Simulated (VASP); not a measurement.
AlRu (WC type), 2 atoms in the cell. The structure is hexagonal, space group P-6m2 (No. 187). Conventional cell: a = 2.353 Å, b = 2.353 Å, c = 3.242 Å, α = 90.00°, β = 90.00°, γ = 120.00°. Within 2.8 Å of Ru (site symmetry -6m2) lie 6 Al at 2.12 Å and 6 Ru at 2.35 Å. Al (site symmetry -6m2) has 6 Ru at 2.12 Å and 6 Al at 2.35 Å within 2.8 Å. 

| Item | Value |
| --- | --- |
| Program | VASP 6.6.1 |
| Task | single point |
| Functional | PBE |
| Potentials or basis | VASP PAW PBE potentials, release 64 (Ru_pv, Al) |
| Cutoff | 520 eV |
| k mesh | 13 × 13 × 12 |
| Occupations | fermi-dirac, width 0.05 eV |
| Spin | no spin polarisation |
| Dipole correction | no |
| Further INCAR settings | ALGO = Normal; EDIFF = 1e-06; NBANDS = 16 |

Potentials or basis: VASP PAW PBE potentials, release 64 (Ru_pv, Al).

Command:

```sh
$ cat potpaw_PBE.64/Ru_pv/POTCAR potpaw_PBE.64/Al/POTCAR > POTCAR
$ mpirun -np 1 vasp_std > vasp.out
```

Hardware: 1 thread of Intel(R) Xeon(R) Platinum 8488C (Sapphire Rapids), on a shared host.

Problem. Estimate the wall time of this run.

Solution. Run time: 29 s on 1 thread of Intel(R) Xeon(R) Platinum 8488C (Sapphire Rapids), with other jobs on the host, peak memory 0.15 GiB. Counts: scf iterations 12, k points 147.
